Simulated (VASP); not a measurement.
A run of VASP 6.6.1 is set up as follows.

Contents of INCAR:

```
PREC = Accurate ; ENCUT = 520
EDIFF = 1E-6 ; ISMEAR = -1
SIGMA = 0.1 ; LREAL = False
LASPH = True ; NELM = 60
ALGO = Normal ; ISIF = 2
LWAVE = False ; LCHARG = True
GGA = RE ; LELF = True
LVHAR = True ; NBANDS = 13
```

File KPOINTS:

```
regular mesh
0
Gamma
  19 19 19
```

File POSCAR:

```
W
1.0
    2.6465753285      0.0000000000      0.0000000000
    0.0000000000      2.6465753285      0.0000000000
    0.0000000000      0.0000000000      2.6465753285
W
1
Direct
    0.0000000000      0.0000000000      0.0000000000
```

Potentials or basis: VASP PAW PBE potentials, release 64 (W_sv).

Launch:

```bash
$ cat potpaw_PBE.64/W_sv/POTCAR > POTCAR
$ mpirun -np 1 vasp_std > vasp.out
```

Q: Estimate the band gap on the k mesh.

A: Zero (band 7 reaches 11.17 eV, above the bottom of band 8 at 8.47 eV).

Q: Predict the pressure.

A: 1.1 GPa.

Caveat: the PAW data sets were made with another functional, which shifts forces and pressure a little; spin-orbit coupling is left out, which moves the levels of the heavy elements.
